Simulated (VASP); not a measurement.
Input of a VASP 6.6.1 run:

INCAR

```
  ALGO = Normal
  EDIFF = 1E-7
  EDIFFG = -0.005
  ENCUT = 600
  IBRION = 2
  ISIF = 3
  ISMEAR = -1
  LASPH = True
  LCHARG = False
  LREAL = False
  LWAVE = False
  NELM = 100
  NSW = 60
  PREC = Accurate
  PSTRESS = 1500.0
  SIGMA = 0.1
```

The input KPOINTS:

```
k-points
0
Gamma
  19 19 10
```

File POSCAR:

```
V
1.0
    2.3064112090      0.0000000000      0.0000000000
   -1.1532056045      1.9974106986      0.0000000000
    0.0000000000      0.0000000000      3.7363861586
V
2
Direct
    0.3333333333      0.6666666667      0.2500000000
    0.6666666667      0.3333333333      0.7500000000
```

Potentials or basis: VASP PAW LDA potentials, release 64 (V_sv).

Command:

```bash
$ cat potpaw_LDA.64/V_sv/POTCAR > POTCAR
$ mpirun -np 1 vasp_std > vasp.out
```

Predict the band gap on the k mesh.

zero (bands 13 and 14 overlap by 3.69 eV).

Predict the relaxed cell.

a = 2.233 Å, b = 2.233 Å, c = 4.098 Å, α = 90.00°, β = 90.00°, γ = 120.00°.

What does it give for the space group after relaxing (to 0.1 Å)?

P6_3/mmc (No. 194).

Estimate the relaxed volume.

8.85 Å³/atom.

Final structure:
```
V
1.0
     2.23333    0.00000    0.00000
    -1.11667    1.93412    0.00000
     0.00000    0.00000    4.09837
V
2
Direct
  0.33333 0.66667 0.25000
  0.66667 0.33333 0.75000
```

Caveat: the cell is relaxed towards a set pressure, so the run minimises the enthalpy, not the energy.
